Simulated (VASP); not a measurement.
Al2BAs2, 5 atoms in the cell. It takes space group P-3m1 (No. 164, trigonal). Conventional cell: a = 3.012 Å, b = 3.012 Å, c = 10.981 Å, α = 90.00°, β = 90.00°, γ = 120.00°. Within 3.1 Å of Al (site symmetry 3m) lie 3 B at 2.21 Å and 3 As at 2.75 Å and 6 Al at 3.01 Å. Within 3.1 Å of B (site symmetry -3m) lie 6 Al at 2.21 Å and 6 B at 3.01 Å. Within 3.6 Å of As (site symmetry 3m) lie 3 Al at 2.75 Å and 6 As at 3.01 Å. The cell was built from a structure type or drawn by symmetry, and may not be a known phase.

| Property | Result |
| --- | --- |
| Program | VASP 6.6.1 |
| Task | relaxation of cell and atoms |
| Functional | PBE |
| Potentials or basis | VASP PAW PBE potentials, release 64 (Al, B, As) |
| Cutoff | 600 eV |
| k mesh | 12 × 12 × 4 |
| Occupations | gaussian, width 0.1 eV |
| Spin | no spin polarisation |
| Dipole correction | no |
| Further INCAR settings | ALGO = Normal; EDIFF = 1e-06; IBRION = 2; EDIFFG = -0.01; NSW = 100; ISIF = 3 |

Potentials or basis: VASP PAW PBE potentials, release 64 (Al, B, As).

Command:

```console
$ cat potpaw_PBE.64/Al/POTCAR potpaw_PBE.64/B/POTCAR potpaw_PBE.64/As/POTCAR > POTCAR
$ mpirun -np 1 vasp_std > vasp.out
```

Hardware: 1 thread of Intel Xeon 8259CL (shared host).

Q: How long does it take, and how much memory?

A: Run time: 120 s on 1 thread of Intel Xeon 8259CL (shared host), peak memory 0.3 GiB. Counts: scf iterations 21, k points 69, ion steps 2.
